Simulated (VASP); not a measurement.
Runs of VASP 6.6.1 on NaLiCl2. The structure is that of space group R-3m (No. 166), or close to it. The cells are those of the table. 

```csv
level,cell,k mesh,gap on the mesh (eV),largest force (eV/Å)
PBE,"a = 6.757 Å, angles 33.2°, 4 atoms",6 × 6 × 6,5.31,0.01
PBE,"a = 6.554 Å, angles 33.2°, 4 atoms",6 × 6 × 6,5.73,0.03
PBE,"a = 6.623 Å, angles 33.2°, 4 atoms",6 × 6 × 6,(a),0.02
PBE,"a = 6.690 Å, angles 33.2°, 4 atoms",6 × 6 × 6,5.44,-
r2SCAN,"a = 6.684 Å, angles 33.2°, 4 atoms",6 × 6 × 6,6.33,-
r2SCAN,"a = 6.618 Å, angles 33.2°, 4 atoms",6 × 6 × 6,6.47,0.01
PBE,"a = 6.822 Å, angles 33.2°, 4 atoms",6 × 6 × 6,5.20,0.02
r2SCAN,"a = 6.552 Å, angles 33.2°, 4 atoms",6 × 6 × 6,6.62,0.03
r2SCAN,"a = 6.748 Å, angles 33.2°, 4 atoms",6 × 6 × 6,6.20,0.02
PBE,"a = 6.618 Å, angles 33.2°, 4 atoms",8 × 8 × 8,5.60,0.07
r2SCAN,"a = 6.483 Å, angles 33.2°, 4 atoms",6 × 6 × 6,(b),(c)
r2SCAN,"a = 6.618 Å, angles 33.2°, 4 atoms",8 × 8 × 8,6.47,0.01
```

Alike in all rows: task single point; potentials or basis VASP PAW PBE potentials, release 64 (Li_sv, Na_pv, Cl); no spin polarisation; cutoff (eV) 520; smearing gaussian 0.01 eV.

Task: Estimate the missing entries.

Result: (a) 5.58; (b) 6.80; (c) 0.04.

Caveats: the PAW data sets were made with another functional, which shifts forces and pressure a little (some runs).

A k mesh can miss the band edges.
